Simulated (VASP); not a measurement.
# Rh (P6_3/mmc) in VASP: a series of runs, part 2 of 2

VASP 6.6.1. The steps go on from the part before.

## 4. Single point, PBE

This run uses another cell than the first one, of 14.87 Å³/atom, 1.040 times its volume.

Contents of INCAR:

```
SYSTEM = Rh
PREC = Accurate ; ENCUT = 520
EDIFF = 1E-6 ; ISMEAR = -1
SIGMA = 0.05 ; LREAL = .False.
LASPH = .True. ; NELM = 60
ALGO = Normal ; ISIF = 2
LWAVE = .False. ; LCHARG = .False.
GGA = PE ; NBANDS = 22
```

Contents of KPOINTS:

```
Automatic mesh
0
Gamma
  11 11 6
  0 0 0
```

Contents of POSCAR:

```
Rh
1.0
    2.7669170982      0.0000000000      0.0000000000
   -1.3834585491      2.3962204973      0.0000000000
    0.0000000000      0.0000000000      4.4867652751
Rh
2
Direct
    0.3333333333      0.6666666667      0.2500000000
    0.6666666667      0.3333333333      0.7500000000
```

Potentials or basis: VASP PAW PBE potentials, release 64 (Rh_pv).

The run is started by

```
$ cat potpaw_PBE.64/Rh_pv/POTCAR > POTCAR
$ mpirun -np 1 vasp_std > vasp.out
```

OUTCAR:

```text
SYSTEM = Rh
   PREC = Accurate
   ENCUT = 520
   EDIFF = 1E-6
   ISMEAR = -1
   LREAL = .False.
   LASPH = .True.
   NELM = 60
   ISIF = 2
   GGA = PE

 ion  position               nearest neighbor table
   1  0.333  0.667  0.250-   2 2.75   2 2.75   2 2.75   2 2.75   2 2.75   2 2.75
   2  0.667  0.333  0.750-   1 2.75   1 2.75   1 2.75   1 2.75   1 2.75   1 2.75

  LATTYP: Found a hexagonal cell.
 ALAT       =     2.7669170982
 C/A-ratio  =     1.6215756077

  Lattice vectors:

 A1 = (   2.7669170982,   0.0000000000,   0.0000000000)
 A2 = (  -1.3834585491,   2.3962204973,   0.0000000000)
 A3 = (   0.0000000000,   0.0000000000,   4.4867652751)

Analysis of symmetry for initial positions (statically):
=====================================================================
 Subroutine PRICEL returns:
 Original cell was already a primitive cell.

 Routine SETGRP: Setting up the symmetry group for a
 hexagonal supercell.

 Subroutine GETGRP returns: Found 24 space group operations
 (whereof 12 operations were pure point group operations)
 out of a pool of 24 trial point group operations.

The static configuration has the point symmetry D_3d.
 The point group associated with its full space group is D_6h.

Analysis of symmetry for dynamics (positions and initial velocities):
=====================================================================
 Subroutine PRICEL returns:
 Original cell was already a primitive cell.

 Routine SETGRP: Setting up the symmetry group for a
 hexagonal supercell.

 Subroutine GETGRP returns: Found 24 space group operations
 (whereof 12 operations were pure point group operations)
 out of a pool of 24 trial point group operations.

The dynamic configuration has the point symmetry D_3d.
 The point group associated with its full space group is D_6h.

 Subroutine INISYM returns: Found 24 space group operations
[... 104 lines left out ...]
   ISYM   =      2    0-nonsym 1-usesym 2-fastsym
   POTIM  = 0.5000    time-step for ionic-motion
   TEBEG  =    0.0;   TEEND  =   0.0 temperature during run
   PSTRESS=    0.0 pullay stress
   NELECT =      30.0000    total number of electrons
   NUPDOWN=      -1.0000    fix difference up-down
   EMIN   =  10.00;   EMAX   =-10.00  energy-range for DOS
   EFERMI =   0.00;   METHOD = LEGACY
   ISMEAR =    -1;   SIGMA  =   0.05  broadening in eV -4-tet -1-fermi 0-gaus
   EFERMI_NEDOS =   21; number of points for ismear=-14 and -15
   IALGO  =     38    algorithm
   IMIX   =      4    mixing-type and parameters
     AMIX     =   0.40;   BMIX     =  1.00
     AMIX_MAG =   1.60;   BMIX_MAG =  1.00
  volume/ion in A,a.u.               =      14.87       100.37
  Fermi-wavevector in a.u.,A,eV,Ry     =   1.641710  3.102382 36.670590  2.695212
  Thomas-Fermi vector in A             =   2.732135
   LORBIT       =      0    0 simple, 1 ext, 2 COOP (PROOUT), +10 PAW based schemes
   GGA     = PE    functional components
   LHFCALC =     F    Hartree Fock is set to
   AEXX    =    0.0000 exact exchange contribution
   IVDW    =     0    specifies the selected vdW correction
   LEPSILON=     F    determine dielectric tensor
   LRPA    =     F    only Hartree local field effects (RPA)
 non-spin polarized calculation
  energy-cutoff  :      520.00
  volume of cell :       29.75
 maximum number of plane-waves:       815
 NGX is ok and might be reduce to    24
   NGX = 11   NGY = 11   NGZ = 17

 number of electron      30.0000002 magnetization

 Free energy of the ion-electron system (eV)
  ---------------------------------------------------
  ext. energy  EPLUGINS =         0.00000000
  ---------------------------------------------------
  free energy    TOTEN  =       -14.39072609 eV

  energy without entropy =      -14.35852599  energy(sigma->0) =      -14.37462604

 E-fermi :  10.5879     XC(G=0): -13.5285

 val. band max:       10.5865341799   @ k =   0.0909   0.0909   0.3333
 cond. band min:      10.5891258605   @ k =   0.1818  -0.0000   0.3333
 fundamental gap:      0.0025916806
 Fermi energy:        10.5879063513

 k-point     1 :       0.0000    0.0000    0.0000
  band No.  band energies     occupation
      1     -36.2840      2.00000
      2     -35.7868      2.00000
      3     -35.7868      2.00000
      4     -35.7184      2.00000
      5     -35.7054      2.00000
      6     -35.7054      2.00000
[... 589 lines left out ...]
     21      26.0817      0.00000
     22      27.6454      0.00000

 [... further k-points ...]
[... 5 lines left out ...]
  --------------------------------------------------------------------------------------
  -------------------------------------------------------------------------------------
  Total       -2.1029421     -2.1029421     -2.3581094     -0.0000000      0.0000000      0.0000000
  in kB     -113.2613217   -113.2613217   -127.0042488     -0.0000000      0.0000000      0.0000000
  external PRESSURE =    -117.8422974 kB  Pullay stress =       0.0000000 kB

 VOLUME and BASIS-vectors are now :
 -----------------------------------------------------------------------------
  energy-cutoff  :      520.00
  volume of cell :       29.75
      direct lattice vectors                 reciprocal lattice vectors
     2.766917098  0.000000000  0.000000000     0.361413069  0.208661933  0.000000000
    -1.383458549  2.396220497  0.000000000     0.000000000  0.417323865  0.000000000
     0.000000000  0.000000000  4.486765275     0.000000000  0.000000000  0.222877717

 POSITION                                       TOTAL-FORCE (eV/Angst)
 -----------------------------------------------------------------------------------
     -0.00000      1.59748      1.12169        -0.000000      0.000000      0.000000
      1.38346      0.79874      3.36507         0.000000      0.000000      0.000000
 -----------------------------------------------------------------------------------
    total drift:                               -0.000000      0.000000     -0.000000

  FREE ENERGIE OF THE ION-ELECTRON SYSTEM (eV)
  ---------------------------------------------------
  free  energy   TOTEN  =       -14.3907260922 eV

  energy  without entropy=      -14.3585259878  energy(sigma->0) =      -14.37462604
```

stdout:

```text
POSCAR found type information on POSCAR Rh
 POSCAR found :  1 types and       2 ions
 scaLAPACK will be used
 LDA part: xc-table for (Slater+PW92), standard interpolation
 POSCAR, INCAR and KPOINTS ok, starting setup
 FFT: planning ... GRIDC
 FFT: planning ... GRID_SOFT
 FFT: planning ... GRID
 WAVECAR not read
 entering main loop
```

It took 21 s on 1 thread of Intel Xeon Platinum 8488C (Sapphire Rapids), shared host; peak memory 0.17 GiB.

What came out:

```
Free energy            : -14.3907 eV
Pressure               : -11.8 GPa
Band gap on the k mesh : zero (band 15 reaches 11.13 eV, above the bottom of band 16 at 9.07 eV)
```

Stress tensor (GPa, compression positive):
```
-11.33   0.00   0.00
  0.00 -11.33   0.00
  0.00   0.00 -12.70
```

Levels at points of the mesh, in eV from the Fermi level:
| k point | band 13 | band 14 | band 15 | band 16 | band 17 | band 18 |
| --- | --- | --- | --- | --- | --- | --- |
| (0.00, 0.00, 0.00) | -2.21 | -1.66 | -1.66 | 0.13 | 0.13 | 0.81 |
| (0.00, 0.00, 0.50) | -2.76 | -2.76 | -0.38 | -0.38 | -0.38 | -0.38 |

## 5. Single point, PBE

This run uses another cell than the first one, of 15.16 Å³/atom, 1.060 times its volume.

Contents of INCAR:

```
SYSTEM = Rh
  PREC = Accurate
  ENCUT = 520
  EDIFF = 1E-7
  ISMEAR = -1
  SIGMA = 0.05
  LREAL = .FALSE.
  LASPH = .TRUE.
  NELM = 100
  ALGO = Normal
  ISIF = 2
  LWAVE = .FALSE.
  LCHARG = .FALSE.
  GGA = PE
  NBANDS = 22
```

Contents of KPOINTS:

```
Automatic mesh
0
G
  11 11 6
  0 0 0
```

Contents of POSCAR:

```
Rh
1.0
    2.7845412492      0.0000000000      0.0000000000
   -1.3922706246      2.4114834597      0.0000000000
    0.0000000000      0.0000000000      4.5153441684
Rh
2
Direct
    0.3333333333      0.6666666667      0.2500000000
    0.6666666667      0.3333333333      0.7500000000
```

Potentials or basis: VASP PAW PBE potentials, release 64 (Rh_pv).

The run is started by

```
$ cat potpaw_PBE.64/Rh_pv/POTCAR > POTCAR
$ mpirun -np 1 vasp_std > vasp.out
```

OUTCAR:

```text
SYSTEM = Rh
   PREC = Accurate
   ENCUT = 520
   EDIFF = 1E-7
   ISMEAR = -1
   LREAL = .FALSE.
   LASPH = .TRUE.
   NELM = 100
   ISIF = 2
   GGA = PE

 ion  position               nearest neighbor table
   1  0.333  0.667  0.250-   2 2.77   2 2.77   2 2.77   2 2.77   2 2.77   2 2.77
   2  0.667  0.333  0.750-   1 2.77   1 2.77   1 2.77   1 2.77   1 2.77   1 2.77

  LATTYP: Found a hexagonal cell.
 ALAT       =     2.7845412492
 C/A-ratio  =     1.6215756077

  Lattice vectors:
[... 190 lines left out ...]
      1     -36.5343      2.00000
      2     -36.0686      2.00000
      3     -36.0686      2.00000
      4     -36.0058      2.00000
      5     -35.9922      2.00000
      6     -35.9922      2.00000
[... 589 lines left out ...]
     21      25.5801      0.00000
     22      27.2161      0.00000

 [... further k-points ...]
[... 5 lines left out ...]
  --------------------------------------------------------------------------------------
  -------------------------------------------------------------------------------------
  Total       -2.7863880     -2.7863880     -3.0581113      0.0000000      0.0000000      0.0000000
  in kB     -147.2391729   -147.2391729   -161.5976626      0.0000000      0.0000000      0.0000000
  external PRESSURE =    -152.0253361 kB  Pullay stress =       0.0000000 kB

 VOLUME and BASIS-vectors are now :
 -----------------------------------------------------------------------------
  energy-cutoff  :      520.00
  volume of cell :       30.32
      direct lattice vectors                 reciprocal lattice vectors
     2.784541249  0.000000000  0.000000000     0.359125583  0.207341252  0.000000000
    -1.392270625  2.411483460  0.000000000     0.000000000  0.414682504  0.000000000
     0.000000000  0.000000000  4.515344168     0.000000000  0.000000000  0.221467060

 POSITION                                       TOTAL-FORCE (eV/Angst)
 -----------------------------------------------------------------------------------
     -0.00000      1.60766      1.12884         0.000000      0.000000      0.000000
      1.39227      0.80383      3.38651         0.000000     -0.000000      0.000000
 -----------------------------------------------------------------------------------
    total drift:                               -0.000000      0.000000     -0.000000

  FREE ENERGIE OF THE ION-ELECTRON SYSTEM (eV)
  ---------------------------------------------------
  free  energy   TOTEN  =       -14.3428121168 eV

  energy  without entropy=      -14.3095384999  energy(sigma->0) =      -14.32617531
```

It took 22 s on 1 thread of Intel Xeon Platinum 8488C (Sapphire Rapids), shared host; peak memory 0.17 GiB.

What came out:

```
Free energy            : -14.3428 eV
Pressure               : -15.2 GPa
Band gap on the k mesh : zero (band 15 reaches 10.79 eV, above the bottom of band 16 at 8.79 eV)
```

## 6. Summary

```csv
cell,gap on the mesh (eV),pressure (GPa)
"a = 2.731, b = 2.731, c = 4.428 Å, angles 90.0, 90.0, 120.0°, 2 atoms",none,-3.4
"a = 2.749, b = 2.749, c = 4.458 Å, angles 90.0, 90.0, 120.0°, 2 atoms",none,-7.9
"a = 2.767, b = 2.767, c = 4.487 Å, angles 90.0, 90.0, 120.0°, 2 atoms",none,-11.8
"a = 2.785, b = 2.785, c = 4.515 Å, angles 90.0, 90.0, 120.0°, 2 atoms",none,-15.2
```

Alike in all rows: task single point; level PBE; potentials or basis VASP PAW PBE potentials, release 64 (Rh_pv); no spin polarisation; k mesh 11 × 11 × 6; cutoff (eV) 520; smearing fermi-dirac 0.05 eV.

Absolute energies hang on the potentials; compare differences alone.
